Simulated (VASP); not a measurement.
# C (R-3m) in VASP: single point with PBEsol+D4

Aim: the single point of C with PBEsol+D4.

All numbers are computed with VASP 6.6.1; they aren't measurements. Logs are shortened: lines on timing, memory, paths and dates and some standing lists are left out, and cuts for length are marked.

## Step 1: The cell of the first run

The structure is trigonal, space group R-3m (No. 166). The conventional cell has a = 2.456 Å, b = 2.456 Å, c = 10.041 Å, α = 90.00°, β = 90.00°, γ = 120.00°. Within 1.9 Å of C (site symmetry 3m) lie 3 C at 1.42 Å.

## Step 2: Single point, PBEsol+D4

The input, INCAR:

```
PREC = Accurate ; ENCUT = 600
EDIFF = 1E-6 ; ISMEAR = -1
SIGMA = 0.05 ; LREAL = F
LASPH = T ; NELM = 120
ALGO = Normal ; ISIF = 2
LWAVE = F ; LCHARG = T
GGA = PS ; IVDW = 13
LELF = T ; LVHAR = T
NBANDS = 11 ; GGA_COMPAT = F
```

The input, KPOINTS:

```
Automatic mesh
0
Gamma
  6 6 6
  0.5 0.5 0.5
```

The input, POSCAR:

```
C
1.0
    1.2280290000      0.7090030000      3.3470110000
   -1.2280290000      0.7090030000      3.3470110000
    0.0000000000     -1.4180050000      3.3470110000
C
2
Direct
    0.8360000000      0.8360000000      0.8360000000
    0.1640000000      0.1640000000      0.1640000000
```

Potentials or basis: VASP PAW PBE potentials, release 64 (C).

The run is started by

```bash
$ cat potpaw_PBE.64/C/POTCAR > POTCAR
$ mpirun -np 1 vasp_std > vasp.out
```

OUTCAR:

```text
PREC = Accurate
   ENCUT = 600
   EDIFF = 1E-6
   ISMEAR = -1
   LREAL = F
   LASPH = T
   NELM = 120
   ISIF = 2
   GGA = PS
   IVDW = 13

 ion  position               nearest neighbor table
   1  0.836  0.836  0.836-   2 1.42   2 1.42   2 1.42
   2  0.164  0.164  0.164-   1 1.42   1 1.42   1 1.42

  LATTYP: Found a trigonal (rhomboedric) cell.
 ALAT       =     3.6349997404
 COS(alpha) =     0.7717354484

  Lattice vectors:

 A1 = (   1.2280290000,   0.7090030000,   3.3470110000)
 A2 = (  -1.2280290000,   0.7090030000,   3.3470110000)
 A3 = (   0.0000000000,  -1.4180050000,   3.3470110000)

Analysis of symmetry for initial positions (statically):
=====================================================================
 Subroutine PRICEL returns:
 Original cell was already a primitive cell.

 Routine SETGRP: Setting up the symmetry group for a
 trigonal (rhombohedral) supercell.

 Subroutine GETGRP returns: Found 12 space group operations
 (whereof 12 operations were pure point group operations)
 out of a pool of 12 trial point group operations.

The static configuration has the point symmetry D_3d.

Analysis of symmetry for dynamics (positions and initial velocities):
=====================================================================
 Subroutine PRICEL returns:
 Original cell was already a primitive cell.

 Routine SETGRP: Setting up the symmetry group for a
 trigonal (rhombohedral) supercell.

 Subroutine GETGRP returns: Found 12 space group operations
 (whereof 12 operations were pure point group operations)
 out of a pool of 12 trial point group operations.

The dynamic configuration has the point symmetry D_3d.

 Subroutine INISYM returns: Found 12 space group operations
 (whereof 12 operations are pure point group operations),
 and found     1 'primitive' translations

----------------------------------------------------------------------------------------

                                     Primitive cell

  volume of cell :      17.4850

  direct lattice vectors                    reciprocal lattice vectors
     1.228029000  0.709003000  3.347011000     0.407156509  0.235071988  0.099591323
    -1.228029000  0.709003000  3.347011000    -0.407156509  0.235071988  0.099591323
     0.000000000 -1.418005000  3.347011000     0.000000000 -0.470143977  0.099591394

  length of vectors
     3.634999740  3.634999740  3.634999424     0.480576418  0.480576418  0.480576534

  position of ions in fractional coordinates (direct lattice)
     0.836000000  0.836000000  0.836000000
     0.164000000  0.164000000  0.164000000

  ion indices of the primitive-cell ions
   primitive index   ion index
                 1           1
                 2           2

----------------------------------------------------------------------------------------

 KPOINTS: Automatic mesh

Automatic generation of k-mesh.
 Grid dimensions read from file:
 generate k-points for:    6    6    6

 Generating k-lattice:

  Cartesian coordinates                     Fractional coordinates (reciprocal lattice)
     0.067859418  0.039178665  0.016598554     0.166666667  0.000000000  0.000000000
    -0.067859418  0.039178665  0.016598554     0.000000000  0.166666667  0.000000000
     0.000000000 -0.078357329  0.016598566     0.000000000  0.000000000  0.166666667

  Length of vectors
     0.080096070  0.080096070  0.080096089

  Shift w.r.t. Gamma in fractional coordinates (k-lattice)
     0.500000000  0.500000000  0.500000000

 Subroutine IBZKPT returns following result:
 ===========================================

 Found     28 irreducible k-points:

 Following reciprocal coordinates:
            Coordinates               Weight
  0.083333  0.083333  0.083333      2.000000
  0.250000  0.083333  0.083333      6.000000
  0.416667  0.083333  0.083333      6.000000
 -0.416667  0.083333  0.083333      6.000000
 -0.250000  0.083333  0.083333      6.000000
 -0.083333  0.083333  0.083333      6.000000
[... 16 lines left out ...]
  0.416667  0.416667  0.250000      6.000000
 -0.416667  0.416667  0.250000     12.000000
 [... further k-points ...]
   k-points           NKPTS =     28   k-points in BZ     NKDIM =     28   number of bands    NBANDS=     11
   number of dos      NEDOS =    301   number of ions     NIONS =      2
   total plane-waves  NPLWV =  27000
   dimension x,y,z NGX =    30 NGY =   30 NGZ =   30
   dimension x,y,z NGXF=    60 NGYF=   60 NGZF=   60
   ions per type =               2
   NGX,Y,Z   is equivalent  to a cutoff of  13.72, 13.72, 13.72 a.u.
   NGXF,Y,Z  is equivalent  to a cutoff of  27.44, 27.44, 27.44 a.u.
 SYSTEM =  unknown system
   PREC   = accura    normal or accurate (medium, high low for compatibility)
   ISTART =      0    job   : 0-new  1-cont  2-samecut
   ICHARG =      2    charge: 1-file 2-atom 10-const
   ISPIN  =      1    spin polarized calculation?
   LNONCOLLINEAR =      F non collinear calculations
   LSORBIT =      F    spin-orbit coupling
   LASPH  =      T    aspherical Exc in radial PAW
   ENCUT  =  600.0 eV  44.10 Ry    6.64 a.u.   7.26  7.26  7.26*2*pi/ulx,y,z
   NELM   =    120;   NELMIN=  2; NELMDL= -5     # of ELM steps
   EDIFF  = 0.1E-05   stopping-criterion for ELM
   LREAL  =      F    real-space projection
   EDIFFG = 0.1E-04   stopping-criterion for IOM
   NSW    =      0    number of steps for IOM
   IBRION =     -1    ionic relax: 0-MD 1-quasi-New 2-CG
   NFREE  =      0    steps in history (QN), initial steepest desc. (CG)
   ISIF   =      2    stress and relaxation
   ISYM   =      2    0-nonsym 1-usesym 2-fastsym
   POTIM  = 0.5000    time-step for ionic-motion
   TEBEG  =    0.0;   TEEND  =   0.0 temperature during run
   PSTRESS=    0.0 pullay stress
   NELECT =       8.0000    total number of electrons
   NUPDOWN=      -1.0000    fix difference up-down
   EMIN   =  10.00;   EMAX   =-10.00  energy-range for DOS
   EFERMI =   0.00;   METHOD = LEGACY
   ISMEAR =    -1;   SIGMA  =   0.05  broadening in eV -4-tet -1-fermi 0-gaus
   EFERMI_NEDOS =   21; number of points for ismear=-14 and -15
   IALGO  =     38    algorithm
   IMIX   =      4    mixing-type and parameters
     AMIX     =   0.40;   BMIX     =  1.00
     AMIX_MAG =   1.60;   BMIX_MAG =  1.00
  volume/ion in A,a.u.               =       8.74        59.00
  Fermi-wavevector in a.u.,A,eV,Ry     =   1.261488  2.383867 21.651666  1.591353
  Thomas-Fermi vector in A             =   2.394945
   LORBIT       =      0    0 simple, 1 ext, 2 COOP (PROOUT), +10 PAW based schemes
   GGA     = PS    functional components
   LHFCALC =     F    Hartree Fock is set to
   AEXX    =    0.0000 exact exchange contribution
   IVDW    =    13    specifies the selected vdW correction
   LEPSILON=     F    determine dielectric tensor
   LRPA    =     F    only Hartree local field effects (RPA)
 non-spin polarized calculation
  energy-cutoff  :      600.00
  volume of cell :       17.48
 maximum number of plane-waves:       592
 NGX is ok and might be reduce to    30
   NGX = 15   NGY = 15   NGZ = 15

 number of electron       8.0000000 magnetization

 Free energy of the ion-electron system (eV)
  ---------------------------------------------------
  ext. energy  EPLUGINS =         0.00000000
  ---------------------------------------------------
  free energy    TOTEN  =       -19.24355059 eV

  energy without entropy =      -19.24351168  energy(sigma->0) =      -19.24353113

 E-fermi :   4.6773     XC(G=0): -10.5942

 val. band max:        4.2856869328   @ k =  -0.2500   0.4167   0.0833
 cond. band min:       5.0689210637   @ k =  -0.2500   0.4167   0.0833
 fundamental gap:      0.7832341310
 Fermi energy:         4.6773040257

 k-point     1 :       0.0833    0.0833    0.0833
  band No.  band energies     occupation
      1     -15.0037      2.00000
      2      -2.1013      2.00000
      3       1.7426      2.00000
      4       1.7426      2.00000
      5       8.9847      0.00000
      6      13.0881      0.00000
      7      13.0881      0.00000
      8      16.2374      0.00000
      9      17.6685      0.00000
     10      27.2159      0.00000
     11      30.0521      0.00000

 k-point     2 :       0.2500    0.0833    0.0833
  band No.  band energies     occupation
      1     -14.3062      2.00000
      2      -1.6040      2.00000
      3      -0.5760      2.00000
      4       0.6013      2.00000
      5      10.2985      0.00000
      6      13.1685      0.00000
      7      14.2535      0.00000
      8      15.6439      0.00000
      9      18.8039      0.00000
     10      26.6636      0.00000
     11      28.3540      0.00000

 k-point     3 :       0.4167    0.0833    0.0833
  band No.  band energies     occupation
      1     -12.3076      2.00000
      2      -4.9588      2.00000
      3      -1.0310      2.00000
      4       0.3027      2.00000
      5       9.7213      0.00000
      6      12.6457      0.00000
      7      13.7474      0.00000
      8      19.9818      0.00000
      9      21.0311      0.00000
     10      23.7554      0.00000
     11      25.7231      0.00000

 k-point     4 :      -0.4167    0.0833    0.0833
  band No.  band energies     occupation
      1      -9.5879      2.00000
      2      -8.6329      2.00000
      3      -1.6761      2.00000
      4       2.6438      2.00000
      5       6.5585      0.00000
      6      12.3481      0.00000
      7      16.1459      0.00000
      8      17.6570      0.00000
      9      23.2709      0.00000
     10      24.1084      0.00000
     11      25.5991      0.00000
[... 239 lines left out ...]
 k-point    22 :      -0.2500    0.2500    0.2500
  band No.  band energies     occupation
      1      -9.5430      2.00000
      2      -8.5861      2.00000
      3      -1.7011      2.00000
      4       2.2095      2.00000
      5       6.4776      0.00000
      6      12.1661      0.00000
      7      15.9517      0.00000
      8      19.1768      0.00000
      9      24.4584      0.00000
     10      24.8743      0.00000
     11      26.3884      0.00000

 k-point    23 :       0.4167    0.4167    0.2500
  band No.  band energies     occupation
      1     -14.1123      2.00000
      2      -2.8683      2.00000
      3      -0.5641      2.00000
      4       0.5592      2.00000
      5      12.9521      0.00000
      6      14.0125      0.00000
      7      14.3573      0.00000
      8      15.6324      0.00000
      9      18.7808      0.00000
     10      25.0583      0.00000
     11      27.7089      0.00000

 k-point    24 :      -0.4167    0.4167    0.2500
  band No.  band energies     occupation
      1     -12.7834      2.00000
      2      -3.0399      2.00000
      3      -1.7314      2.00000
      4      -1.4818      2.00000
      5      11.3445      0.00000
      6      14.6404      0.00000
      7      15.9869      0.00000
      8      16.3572      0.00000
      9      22.0270      0.00000
     10      23.5584      0.00000
     11      25.9035      0.00000

 [... further k-points ...]

------------------------ aborting loop because EDIFF is reached ----------------------------------------

  DFT-D4 for vdW energy calculation

  Edisp (eV):   -0.20439

  FORCE on cell =-STRESS in cart. coord.  units (eV):
  Direction    XX          YY          ZZ          XY          YZ          ZX
  --------------------------------------------------------------------------------------
  -------------------------------------------------------------------------------------
  Total       0.08232     0.08232    -0.28655     0.00000    -0.00000    -0.00000
  in kB       7.54338     7.54338   -26.25709     0.00000    -0.00000    -0.00000
  external pressure =       -3.72 kB  Pullay stress =        0.00 kB

 VOLUME and BASIS-vectors are now :
 -----------------------------------------------------------------------------
  energy-cutoff  :      600.00
  volume of cell :       17.48
      direct lattice vectors                 reciprocal lattice vectors
     1.228029000  0.709003000  3.347011000     0.407156509  0.235071988  0.099591323
    -1.228029000  0.709003000  3.347011000    -0.407156509  0.235071988  0.099591323
     0.000000000 -1.418005000  3.347011000     0.000000000 -0.470143977  0.099591394

 POSITION                                       TOTAL-FORCE (eV/Angst)
 -----------------------------------------------------------------------------------
      0.00000      0.00000      8.39430         0.000000     -0.000000     -0.792528
      0.00000      0.00000      1.64673         0.000000      0.000000      0.792528
 -----------------------------------------------------------------------------------
    total drift:                                0.000000     -0.000000      0.000000

  FREE ENERGIE OF THE ION-ELECTRON SYSTEM (eV)
  ---------------------------------------------------
  free  energy   TOTEN  =       -19.4479391531 eV

  energy  without entropy=      -19.4479002371  energy(sigma->0) =      -19.44791970
```

Wall time 25 s (1 thread of Intel Xeon Platinum 8259CL at 2.50GHz (Skylake/Cascade Lake), shared host); peak memory 0.15 GiB.

What came out:

```
Free energy                : -19.4479 eV
Pressure                   : -0.4 GPa
Largest force              : 0.793 eV/Å
Band gap on the k mesh     : 0.78 eV, direct
Dispersion energy per atom : -0.102 eV
```

Forces in eV/Å, atoms in the order of the input:
```
C    0.000  0.000 -0.793
C    0.000  0.000  0.793
```

Stress tensor (GPa, compression positive):
```
 0.75  0.00  0.00
 0.00  0.75  0.00
 0.00  0.00 -2.63
```

Caveat: the PAW data sets were made with another functional, which shifts forces and pressure a little.
